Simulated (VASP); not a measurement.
# CoO (Fm-3m) in VASP: notebook

CoO is run at these levels: PBEsol+D3(BJ), PBE; tasks: single point.

Program: VASP 6.6.1. These are calculated values, not measurements. Logs are shortened: lines on timing, memory, paths and dates and some standing lists are left out, and cuts for length are marked.

**1. The cell of the first run**

The structure is cubic, space group Fm-3m (No. 225). Conventional cell: a = 4.252 Å, b = 4.252 Å, c = 4.252 Å, α = 90.00°, β = 90.00°, γ = 90.00°. Co (site symmetry m-3m) has 6 O at 2.13 Å within 2.8 Å. Within 2.8 Å of O (site symmetry m-3m) lie 6 Co at 2.13 Å.

**2. Single point, PBEsol+D3(BJ), collinear spin, ferromagnetic start**

File INCAR:

```
PREC = Accurate
ENCUT = 700
EDIFF = 1E-6
ISMEAR = -1
SIGMA = 0.05
LREAL = False
LASPH = True
NELM = 200
ALGO = Normal
ISIF = 2
LWAVE = False
LCHARG = True
ISPIN = 2
MAGMOM = 2 0
LORBIT = 11
LMAXMIX = 4
GGA = PS
IVDW = 12
LELF = True
LVHAR = True
NBANDS = 22
GGA_COMPAT = False
```

File KPOINTS:

```
regular mesh
0
Gamma
  11 11 11
```

File POSCAR:

```
CoO
1.0
    0.0000000000      2.1259898839      2.1259898839
    2.1259898839      0.0000000000      2.1259898839
    2.1259898839      2.1259898839      0.0000000000
Co O
1 1
Direct
    0.0000000000      0.0000000000      0.0000000000
    0.5000000000      0.5000000000      0.5000000000
```

Potentials or basis: VASP PAW PBE potentials, release 64 (Co_sv, O).

On the command line:

```bash
$ cat potpaw_PBE.64/Co_sv/POTCAR potpaw_PBE.64/O/POTCAR > POTCAR
$ mpirun -np 1 vasp_std > vasp.out
```

OUTCAR:

```text
PREC = Accurate
   ENCUT = 700
   EDIFF = 1E-6
   ISMEAR = -1
   LREAL = False
   LASPH = True
   NELM = 200
   ISIF = 2
   ISPIN = 2
   LORBIT = 11
   GGA = PS
   IVDW = 12
 IVDW          = 12

 ion  position               nearest neighbor table
   1  0.000  0.000  0.000-   2 2.13   2 2.13   2 2.13   2 2.13   2 2.13   2 2.13
   2  0.500  0.500  0.500-   1 2.13   1 2.13   1 2.13   1 2.13   1 2.13   1 2.13

  LATTYP: Found a face centered cubic cell.
 ALAT       =     4.2519797678

  Lattice vectors:

 A1 = (   0.0000000000,   2.1259898839,   2.1259898839)
 A2 = (   2.1259898839,   0.0000000000,   2.1259898839)
 A3 = (   2.1259898839,   2.1259898839,   0.0000000000)

Analysis of symmetry for initial positions (statically):
=====================================================================
 Subroutine PRICEL returns:
 Original cell was already a primitive cell.

 Routine SETGRP: Setting up the symmetry group for a
 face centered cubic supercell.

 Subroutine GETGRP returns: Found 48 space group operations
 (whereof 48 operations were pure point group operations)
 out of a pool of 48 trial point group operations.

The static configuration has the point symmetry O_h .

Analysis of symmetry for dynamics (positions and initial velocities):
=====================================================================
 Subroutine PRICEL returns:
 Original cell was already a primitive cell.

 Routine SETGRP: Setting up the symmetry group for a
 face centered cubic supercell.

 Subroutine GETGRP returns: Found 48 space group operations
 (whereof 48 operations were pure point group operations)
 out of a pool of 48 trial point group operations.

The dynamic configuration has the point symmetry O_h .

Analysis of structural, dynamic, and magnetic symmetry:
=====================================================================
 Subroutine PRICEL returns:
 Original cell was already a primitive cell.

 Routine SETGRP: Setting up the symmetry group for a
 face centered cubic supercell.

 Subroutine GETGRP returns: Found 48 space group operations
 (whereof 48 operations were pure point group operations)
 out of a pool of 48 trial point group operations.

The overall configuration has the point symmetry O_h .

 Subroutine INISYM returns: Found 48 space group operations
 (whereof 48 operations are pure point group operations),
[... 113 lines left out ...]
   IALGO  =     38    algorithm
   IMIX   =      4    mixing-type and parameters
     AMIX     =   0.40;   BMIX     =  1.00
     AMIX_MAG =   1.60;   BMIX_MAG =  1.00
  volume/ion in A,a.u.               =       9.61        64.85
  Fermi-wavevector in a.u.,A,eV,Ry     =   1.738119  3.284569 41.103999  3.021059
  Thomas-Fermi vector in A             =   2.811213
   LORBIT       =     11    0 simple, 1 ext, 2 COOP (PROOUT), +10 PAW based schemes
   GGA     = PS    functional components
   LHFCALC =     F    Hartree Fock is set to
   AEXX    =    0.0000 exact exchange contribution
   IVDW    =    12    specifies the selected vdW correction
   LEPSILON=     F    determine dielectric tensor
   LRPA    =     F    only Hartree local field effects (RPA)
 spin polarized calculation
  energy-cutoff  :      700.00
  volume of cell :       19.22
 maximum number of plane-waves:       869
 NGX is ok and might be reduce to    28
   NGX = 13   NGY = 13   NGZ = 13

 number of electron      23.0000011 magnetization       2.9384438

 Free energy of the ion-electron system (eV)
  ---------------------------------------------------
  ext. energy  EPLUGINS =         0.00000000
  ---------------------------------------------------
  free energy    TOTEN  =       -14.04794320 eV

  energy without entropy =      -14.01577168  energy(sigma->0) =      -14.03185744

 E-fermi :   8.9172     XC(G=0): -12.9903

 val. band max:        8.9163503903   @ k =  -0.1818   0.2727   0.0909
 cond. band min:       8.9284012616   @ k =   0.1818   0.1818   0.0000
 fundamental gap:      0.0120508713
 Fermi energy:         8.9172285559

 spin component 1

 k-point     1 :       0.0000    0.0000    0.0000
  band No.  band energies     occupation
      1     -87.7300      1.00000
      2     -51.1145      1.00000
      3     -51.1145      1.00000
      4     -51.1145      1.00000
      5     -11.4062      1.00000
      6       5.6023      1.00000
[... 589 lines left out ...]
     21      36.4463      0.00000
     22      38.2140      0.00000

 [... further k-points ...]

 spin component 2

 k-point     1 :       0.0000    0.0000    0.0000
  band No.  band energies     occupation
      1     -84.7059      1.00000
      2     -48.1606      1.00000
      3     -48.1606      1.00000
      4     -48.1606      1.00000
      5     -10.8722      1.00000
      6       6.2251      1.00000
[... 589 lines left out ...]
     21      37.0640      0.00000
     22      38.7858      0.00000

 [... further k-points ...]

------------------------ aborting loop because EDIFF is reached ----------------------------------------

 Edisp (eV)   -0.43366

 E8    (eV) :    -0.2654

  FORCE on cell =-STRESS in cart. coord.  units (eV):
  Direction    XX          YY          ZZ          XY          YZ          ZX
  --------------------------------------------------------------------------------------
  -------------------------------------------------------------------------------------
  Total      -0.13515    -0.13515    -0.13515     0.00000     0.00000    -0.00000
  in kB     -11.26703   -11.26703   -11.26703     0.00000     0.00000    -0.00000
  external pressure =      -11.27 kB  Pullay stress =        0.00 kB

 VOLUME and BASIS-vectors are now :
 -----------------------------------------------------------------------------
  energy-cutoff  :      700.00
  volume of cell :       19.22
      direct lattice vectors                 reciprocal lattice vectors
     0.000000000  2.125989884  2.125989884    -0.235184562  0.235184562  0.235184562
     2.125989884  0.000000000  2.125989884     0.235184562 -0.235184562  0.235184562
     2.125989884  2.125989884  0.000000000     0.235184562  0.235184562 -0.235184562

 POSITION                                       TOTAL-FORCE (eV/Angst)
 -----------------------------------------------------------------------------------
      0.00000      0.00000      0.00000        -0.000000     -0.000000     -0.000000
      2.12599      2.12599      2.12599         0.000000      0.000000      0.000000
 -----------------------------------------------------------------------------------
    total drift:                                0.000000      0.000000      0.000000

  FREE ENERGIE OF THE ION-ELECTRON SYSTEM (eV)
  ---------------------------------------------------
  free  energy   TOTEN  =       -14.4816038889 eV

  energy  without entropy=      -14.4494323689  energy(sigma->0) =      -14.46551813

 total charge

# of ion       s       p       d       tot
------------------------------------------
    1        2.144   6.063   6.665  14.873
    2        1.546   3.408   0.000   4.953
--------------------------------------------------
tot          3.690   9.471   6.665  19.826

 magnetization (x)

# of ion       s       p       d       tot
------------------------------------------
    1        0.013   0.010   2.497   2.520
    2        0.029   0.283   0.000   0.312
--------------------------------------------------
tot          0.043   0.293   2.497   2.832
```

OSZICAR:

```text
N       E                     dE             d eps       ncg     rms          rms(c)
DAV:   1     0.263898231797E+03    0.26390E+03   -0.14488E+04  6378   0.286E+03
DAV:   2    -0.450758980473E+01   -0.26841E+03   -0.25517E+03  7370   0.716E+02
DAV:   3    -0.163835492456E+02   -0.11876E+02   -0.11751E+02  6890   0.127E+02
DAV:   4    -0.165108278712E+02   -0.12728E+00   -0.12721E+00  5898   0.112E+01
DAV:   5    -0.165154333027E+02   -0.46054E-02   -0.46053E-02  6890   0.236E+00    0.175E+01
DAV:   6    -0.154557621927E+02    0.10597E+01   -0.20718E+01  7702   0.901E+01    0.280E+01
DAV:   7    -0.141088516511E+02    0.13469E+01   -0.71619E+00  6802   0.607E+01    0.841E+00
DAV:   8    -0.140607919225E+02    0.48060E-01   -0.29971E-01  7230   0.702E+00    0.532E+00
DAV:   9    -0.140591992703E+02    0.15927E-02   -0.14218E-01  9022   0.559E+00    0.292E+00
DAV:  10    -0.140516700948E+02    0.75292E-02   -0.33862E-02  7774   0.326E+00    0.988E-01
DAV:  11    -0.140479167449E+02    0.37533E-02   -0.21266E-02  8566   0.241E+00    0.284E-01
DAV:  12    -0.140479603785E+02   -0.43634E-04   -0.18640E-03  6102   0.436E-01    0.856E-02
DAV:  13    -0.140479424454E+02    0.17933E-04   -0.22305E-04  6440   0.126E-01    0.456E-02
DAV:  14    -0.140479429461E+02   -0.50070E-06   -0.18578E-05  7040   0.559E-02    0.216E-02
DAV:  15    -0.140479432027E+02   -0.25660E-06   -0.35025E-06  5920   0.359E-02
   1 F= -.14481604E+02 E0= -.14465518E+02  d E =-.321715E-01  mag=     2.9386
```

Run time: 78 s. Hardware: 1 thread of Intel Xeon Platinum 8375C at 2.90GHz (Ice Lake), shared host; peak memory 0.21 GiB.

Results:

```
Free energy                                           : -14.4816 eV
Pressure                                              : -1.1 GPa
Net moment                                            : 2.94 μB per cell
Site moments                                          : Co +2.52; O +0.31 μB
Valence electrons inside the program's atomic spheres : Co 14.87; O 4.95
Dispersion energy per atom                            : -0.217 eV
```

Caveat: the PAW data sets were made with another functional, which shifts forces and pressure a little; a cell with one magnetic atom can't hold antiferromagnetic order, which such compounds often take; semilocal functionals often make such compounds metallic where correlation or magnetic order opens a gap, which also shifts bond lengths. With open d or f shells a metallic result of PBEsol can be an artefact of self-interaction; +U or a hybrid may open a gap.

**3. Single point, PBE, collinear spin, ferromagnetic start**

This run uses another cell than the first one, of 9.68 Å³/atom.

File INCAR:

```
SYSTEM = CoO
ALGO = Normal ; EDIFF = 1E-6
ENCUT = 700 ; GGA = PE
GGA_COMPAT = .False. ; ISIF = 2
ISMEAR = -1 ; ISPIN = 2
LASPH = .True. ; LCHARG = .False.
LMAXMIX = 4 ; LORBIT = 11
LREAL = .False. ; LWAVE = .False.
MAGMOM = 0.5 0 ; NBANDS = 22
NELM = 200 ; NUPDOWN = 0.5
PREC = Accurate ; SIGMA = 0.05
```

File KPOINTS:

```
k-points
0
Gamma
  9 9 9
  0 0 0
```

File POSCAR:

```
CoO
1.0
    0.0000000000      2.1315000000      2.1315000000
    2.1315000000      0.0000000000      2.1315000000
    2.1315000000      2.1315000000      0.0000000000
Co O
1 1
Direct
    0.0000000000      0.0000000000      0.0000000000
    0.5000000000      0.5000000000      0.5000000000
```

Potentials or basis: VASP PAW PBE potentials, release 64 (Co_sv, O).

On the command line:

```bash
$ cat potpaw_PBE.64/Co_sv/POTCAR potpaw_PBE.64/O/POTCAR > POTCAR
$ mpirun -np 1 vasp_std > vasp.out
```

Wall time 27 s (1 thread of Intel Xeon 6975P-C (Granite Rapids), shared host); peak memory 0.18 GiB.

Results (log left out):

| Quantity | Value |
| --- | --- |
| Free energy | -12.7033 eV |
| Pressure | -19.2 GPa |
| Net moment | 0.50 μB per cell |
| Site moments | Co +0.51; O -0.03 μB |
| Valence electrons inside the program's atomic spheres | Co 14.97; O 4.92 |

Caveat: the cell stands under tension; the total moment is fixed, so each spin has its own Fermi level and the state may be an excited one; a cell with one magnetic atom can't hold antiferromagnetic order, which such compounds often take.
